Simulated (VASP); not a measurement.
# Ta2Ru (P-62m) in VASP: a series of runs

Ta2Ru is run at these levels: PBE; tasks: single point, relaxation of cell and atoms.

All numbers are computed with VASP 6.6.1; they aren't measurements. Logs are shortened: lines on timing, memory, paths and dates and some standing lists are left out, and cuts for length are marked.

### Step 1. The cell of the first run

The structure is hexagonal, space group P-62m (No. 189). The conventional cell has a = 5.931 Å, b = 5.931 Å, c = 3.784 Å, α = 90.00°, β = 90.00°, γ = 120.00°. Within 2.6 Å of Ta (site symmetry m2m) lie 2 Ru at 1.96 Å and 1 Ta at 2.01 Å. Within 2.7 Å of Ta (site symmetry -62m) lie 3 Ta at 2.01 Å. Ru (site symmetry -6) has 3 Ta at 1.96 Å within 2.6 Å.

The cell was built from a structure type or drawn by symmetry, and may not be a known phase.

### Step 2. Single point, PBE

INCAR

```
ALGO     = Fast           # electronic algorithm
EDIFF    = 1E-6           # SCF threshold, eV
ENCUT    = 520            # plane-wave cutoff, eV
GGA      = PE             # functional
ISIF     = 2              # what is computed and relaxed
ISMEAR   = 0              # smearing method
LASPH    = T              # aspherical terms in the spheres
LCHARG   = T              # write CHGCAR
LELF     = T              # ELF
LREAL    = F              # projectors in reciprocal space
LVHAR    = T            
LWAVE    = F              # write WAVECAR
NBANDS   = 45             # bands
NELM     = 80             # most SCF steps
PREC     = Accurate       # precision mode
SIGMA    = 0.1            # smearing width, eV
```

KPOINTS

```
k-points
0
Gamma
  3 3 4
```

POSCAR

```
Ta2Ru
1.0
    5.9314727700      0.0000000000      0.0000000000
   -2.9657363900      5.1368061000      0.0000000000
    0.0000000000      0.0000000000      3.7843462800
Ta Ru
4 2
Direct
    0.6611961400      0.0000000000      0.5000000000
    0.0000000000      0.6611961400      0.5000000000
    0.3388038600      0.3388038600      0.5000000000
    0.0000000000      0.0000000000      0.5000000000
    0.3333333300      0.6666666700      0.5000000000
    0.6666666700      0.3333333300      0.5000000000
```

Potentials or basis: VASP PAW PBE potentials, release 64 (Ta_pv, Ru_pv).

The run is started by

```bash
$ cat potpaw_PBE.64/Ta_pv/POTCAR potpaw_PBE.64/Ru_pv/POTCAR > POTCAR
$ mpirun -np 1 vasp_std > vasp.out
```

OUTCAR:

```text
EDIFF = 1E-6
   ENCUT = 520
   GGA = PE
   ISIF = 2
   ISMEAR = 0
   LASPH = T
   LREAL = F
   NELM = 80
   PREC = Accurate

 ion  position               nearest neighbor table
   1  0.661  0.000  0.500-   6 1.96   5 1.96   4 2.01   2 3.40   2 3.40   3 3.40   3 3.40   3 3.48
                             2 3.48
   2  0.000  0.661  0.500-   5 1.96   6 1.96   4 2.01   1 3.40   3 3.40   1 3.40   3 3.40   3 3.48
                             1 3.48
   3  0.339  0.339  0.500-   6 1.96   5 1.96   4 2.01   2 3.40   1 3.40   2 3.40   1 3.40   1 3.48
                             2 3.48
   4  0.000  0.000  0.500-   3 2.01   1 2.01   2 2.01   5 3.42   6 3.42   6 3.42   5 3.42   6 3.42
                             5 3.42
   5  0.333  0.667  0.500-   2 1.96   1 1.96   3 1.96   4 3.42   4 3.42   4 3.42
   6  0.667  0.333  0.500-   1 1.96   2 1.96   3 1.96   4 3.42   4 3.42   4 3.42

  LATTYP: Found a hexagonal cell.
 ALAT       =     5.9314727700
 C/A-ratio  =     0.6380112371

  Lattice vectors:

 A1 = (   5.9314727700,   0.0000000000,   0.0000000000)
 A2 = (  -2.9657363900,   5.1368061000,   0.0000000000)
 A3 = (   0.0000000000,   0.0000000000,   3.7843462800)

Analysis of symmetry for initial positions (statically):
=====================================================================
 Subroutine PRICEL returns:
 Original cell was already a primitive cell.

 Routine SETGRP: Setting up the symmetry group for a
 hexagonal supercell.

 Subroutine GETGRP returns: Found 12 space group operations
 (whereof 12 operations were pure point group operations)
 out of a pool of 24 trial point group operations.

The static configuration has the point symmetry D_3h.

Analysis of symmetry for dynamics (positions and initial velocities):
=====================================================================
 Subroutine PRICEL returns:
 Original cell was already a primitive cell.

 Routine SETGRP: Setting up the symmetry group for a
 hexagonal supercell.

 Subroutine GETGRP returns: Found 12 space group operations
 (whereof 12 operations were pure point group operations)
 out of a pool of 24 trial point group operations.

The dynamic configuration has the point symmetry D_3h.

 Subroutine INISYM returns: Found 12 space group operations
 (whereof 12 operations are pure point group operations),
 and found     1 'primitive' translations

----------------------------------------------------------------------------------------

                                     Primitive cell

  volume of cell :     115.3046

  direct lattice vectors                    reciprocal lattice vectors
     5.931472770  0.000000000  0.000000000     0.168592193  0.097336748  0.000000000
    -2.965736390  5.136806100  0.000000000     0.000000000  0.194673496  0.000000000
     0.000000000  0.000000000  3.784346280     0.000000000  0.000000000  0.264246431

  length of vectors
     5.931472770  5.931472772  3.784346280     0.194673496  0.194673496  0.264246431

  position of ions in fractional coordinates (direct lattice)
     0.661196140  0.000000000  0.500000000
     0.000000000  0.661196140  0.500000000
     0.338803860  0.338803860  0.500000000
     0.000000000  0.000000000  0.500000000
     0.333333330  0.666666670  0.500000000
     0.666666670  0.333333330  0.500000000

  ion indices of the primitive-cell ions
   primitive index   ion index
                 1           1
                 2           2
                 3           3
                 4           4
                 5           5
                 6           6

----------------------------------------------------------------------------------------

 KPOINTS: k-points

Automatic generation of k-mesh.
 Grid dimensions read from file:
 generate k-points for:    3    3    4

 Generating k-lattice:

  Cartesian coordinates                     Fractional coordinates (reciprocal lattice)
     0.056197398  0.032445583  0.000000000     0.333333333  0.000000000  0.000000000
     0.000000000  0.064891165  0.000000000     0.000000000  0.333333333  0.000000000
     0.000000000  0.000000000  0.066061608     0.000000000  0.000000000  0.250000000

  Length of vectors
     0.064891165  0.064891165  0.066061608

  Shift w.r.t. Gamma in fractional coordinates (k-lattice)
     0.000000000  0.000000000  0.000000000

 Subroutine IBZKPT returns following result:
 ===========================================

 Found      9 irreducible k-points:

 Following reciprocal coordinates:
            Coordinates               Weight
  0.000000  0.000000  0.000000      1.000000
  0.333333  0.000000  0.000000      6.000000
  0.333333  0.333333  0.000000      2.000000
  0.000000  0.000000  0.250000      2.000000
  0.333333  0.000000  0.250000     12.000000
  0.333333  0.333333  0.250000      4.000000
  0.000000  0.000000  0.500000      1.000000
  0.333333  0.000000  0.500000      6.000000
  0.333333  0.333333  0.500000      2.000000
   k-points           NKPTS =      9   k-points in BZ     NKDIM =      9   number of bands    NBANDS=     45
   number of dos      NEDOS =    301   number of ions     NIONS =      6
   total plane-waves  NPLWV =  64512
   dimension x,y,z NGX =    48 NGY =   48 NGZ =   28
   dimension x,y,z NGXF=    96 NGYF=   96 NGZF=   56
   ions per type =               4   2
   NGX,Y,Z   is equivalent  to a cutoff of  13.45, 13.45, 12.30 a.u.
   NGXF,Y,Z  is equivalent  to a cutoff of  26.91, 26.91, 24.60 a.u.
 SYSTEM =  unknown system
   PREC   = accura    normal or accurate (medium, high low for compatibility)
   ISTART =      0    job   : 0-new  1-cont  2-samecut
   ICHARG =      2    charge: 1-file 2-atom 10-const
   ISPIN  =      1    spin polarized calculation?
   LNONCOLLINEAR =      F non collinear calculations
   LSORBIT =      F    spin-orbit coupling
   LASPH  =      T    aspherical Exc in radial PAW
   ENCUT  =  520.0 eV  38.22 Ry    6.18 a.u.  11.03 11.03  7.04*2*pi/ulx,y,z
   NELM   =     80;   NELMIN=  2; NELMDL= -5     # of ELM steps
   EDIFF  = 0.1E-05   stopping-criterion for ELM
   LREAL  =      F    real-space projection
   EDIFFG = 0.1E-04   stopping-criterion for IOM
   NSW    =      0    number of steps for IOM
   IBRION =     -1    ionic relax: 0-MD 1-quasi-New 2-CG
   NFREE  =      0    steps in history (QN), initial steepest desc. (CG)
   ISIF   =      2    stress and relaxation
   ISYM   =      2    0-nonsym 1-usesym 2-fastsym
   POTIM  = 0.5000    time-step for ionic-motion
   TEBEG  =    0.0;   TEEND  =   0.0 temperature during run
   PSTRESS=    0.0 pullay stress
   NELECT =      72.0000    total number of electrons
   NUPDOWN=      -1.0000    fix difference up-down
   EMIN   =  10.00;   EMAX   =-10.00  energy-range for DOS
   EFERMI =   0.00;   METHOD = LEGACY
   ISMEAR =     0;   SIGMA  =   0.10  broadening in eV -4-tet -1-fermi 0-gaus
   EFERMI_NEDOS =   21; number of points for ismear=-14 and -15
   IALGO  =     68    algorithm
   IMIX   =      4    mixing-type and parameters
     AMIX     =   0.40;   BMIX     =  1.00
     AMIX_MAG =   1.60;   BMIX_MAG =  1.00
  volume/ion in A,a.u.               =      19.22       129.69
  Fermi-wavevector in a.u.,A,eV,Ry     =   1.399276  2.644249 26.639855  1.957974
  Thomas-Fermi vector in A             =   2.522352
   LORBIT       =      0    0 simple, 1 ext, 2 COOP (PROOUT), +10 PAW based schemes
   GGA     = PE    functional components
   LHFCALC =     F    Hartree Fock is set to
   AEXX    =    0.0000 exact exchange contribution
   IVDW    =     0    specifies the selected vdW correction
   LEPSILON=     F    determine dielectric tensor
   LRPA    =     F    only Hartree local field effects (RPA)
 non-spin polarized calculation
 RMM-DIIS sequential band-by-band and
 Gauss-broadening in eV      SIGMA  =   0.10
  energy-cutoff  :      520.00
  volume of cell :      115.30
 maximum number of plane-waves:      3123
 NGX is ok and might be reduce to    48
   NGX = 23   NGY = 23   NGZ = 15

 number of electron      72.0000015 magnetization

 Free energy of the ion-electron system (eV)
  ---------------------------------------------------
  ext. energy  EPLUGINS =         0.00000000
  ---------------------------------------------------
  free energy    TOTEN  =       -29.18034357 eV

  energy without entropy =      -29.14397996  energy(sigma->0) =      -29.16216176

 E-fermi :   5.8032     XC(G=0): -11.4502

 val. band max:        5.7928557182   @ k =   0.3333   0.0000   0.5000
 cond. band min:       5.9009500423   @ k =   0.3333   0.0000   0.5000
 fundamental gap:      0.1080943241
 Fermi energy:         5.8032225296

 k-point     1 :       0.0000    0.0000    0.0000
  band No.  band energies     occupation
      1     -39.4168      2.00000
      2     -39.4168      2.00000
      3     -38.6469      2.00000
      4     -38.6469      2.00000
      5     -37.2791      2.00000
      6     -37.2209      2.00000
[... 37 lines left out ...]
     44       9.4767      0.00000
     45       9.5686      0.00000

 k-point     2 :       0.3333    0.0000    0.0000
  band No.  band energies     occupation
      1     -39.3926      2.00000
      2     -39.2511      2.00000
      3     -38.8282      2.00000
      4     -38.6472      2.00000
      5     -37.2668      2.00000
      6     -37.2333      2.00000
[... 37 lines left out ...]
     44       8.9835      0.00000
     45       9.7086      0.00000

 k-point     3 :       0.3333    0.3333    0.0000
  band No.  band energies     occupation
      1     -39.3706      2.00000
      2     -39.0425      2.00000
      3     -39.0425      2.00000
      4     -38.6596      2.00000
      5     -37.2500      2.00000
      6     -37.2500      2.00000
[... 277 lines left out ...]
     44       9.7978      0.00000
     45      10.3426      0.00000

 k-point     9 :       0.3333    0.3333    0.5000
  band No.  band energies     occupation
      1     -39.3696      2.00000
      2     -39.0416      2.00000
      3     -39.0416      2.00000
      4     -38.6587      2.00000
      5     -37.2615      2.00000
      6     -37.2615      2.00000
[... 37 lines left out ...]
     44      10.7495      0.00000
     45      11.0708      0.00000

------------------------ aborting loop because EDIFF is reached ----------------------------------------

  FORCE on cell =-STRESS in cart. coord.  units (eV):
  Direction    XX          YY          ZZ          XY          YZ          ZX
  --------------------------------------------------------------------------------------
  -------------------------------------------------------------------------------------
  Total      139.3805256    139.3805255    -13.8577548     -0.0000001     -0.0000000      0.0000000
  in kB     1936.7167011   1936.7167006   -192.5559184     -0.0000019     -0.0000000      0.0000000
  external PRESSURE =    1226.9591611 kB  Pullay stress =       0.0000000 kB

 VOLUME and BASIS-vectors are now :
 -----------------------------------------------------------------------------
  energy-cutoff  :      520.00
  volume of cell :      115.30
      direct lattice vectors                 reciprocal lattice vectors
     5.931472770  0.000000000  0.000000000     0.168592193  0.097336748  0.000000000
    -2.965736390  5.136806100  0.000000000     0.000000000  0.194673496  0.000000000
     0.000000000  0.000000000  3.784346280     0.000000000  0.000000000  0.264246431

 POSITION                                       TOTAL-FORCE (eV/Angst)
 -----------------------------------------------------------------------------------
      3.92187      0.00000      1.89217         1.179068      0.000000      0.000000
     -1.96093      3.39644      1.89217        -0.589534      1.021103     -0.000000
      1.00480      1.74037      1.89217        -0.589534     -1.021103      0.000000
      0.00000      0.00000      1.89217         0.000000     -0.000000     -0.000000
     -0.00000      3.42454      1.89217         0.000000      0.000000     -0.000000
      2.96574      1.71227      1.89217         0.000000      0.000000     -0.000000
 -----------------------------------------------------------------------------------
    total drift:                               -0.000000     -0.000001     -0.000000

  FREE ENERGIE OF THE ION-ELECTRON SYSTEM (eV)
  ---------------------------------------------------
  free  energy   TOTEN  =       -29.1803435672 eV

  energy  without entropy=      -29.1439799557  energy(sigma->0) =      -29.16216176
```

Wall time 84 s (1 thread of Intel Xeon Platinum 8488C (Sapphire Rapids), shared host); peak memory 0.25 GiB.

Results:

- Free energy: -29.1803 eV
- Pressure: 122.7 GPa
- Largest force: 1.179 eV/Å
- Band gap on the k mesh: zero (bands 36 and 37 overlap by 0.20 eV)

Forces in eV/Å, atoms in the order of the input:
```
Ta   1.179  0.000  0.000
Ta  -0.590  1.021  0.000
Ta  -0.590 -1.021  0.000
Ta   0.000  0.000  0.000
Ru   0.000  0.000  0.000
Ru   0.000  0.000  0.000
```

Stress tensor (GPa, compression positive):
```
193.67   0.00   0.00
  0.00 193.67   0.00
  0.00   0.00 -19.26
```

Caveat: the k points lie up to 0.42 Å⁻¹ apart; atoms lie so close that the PAW spheres overlap strongly, which falsifies energies and pressures; spin-orbit coupling is left out, which moves the levels of the heavy elements; forces of over 1 eV/Å act on the atoms, so gaps and moduli don't describe the material at rest.

[end of part 1 of 2]
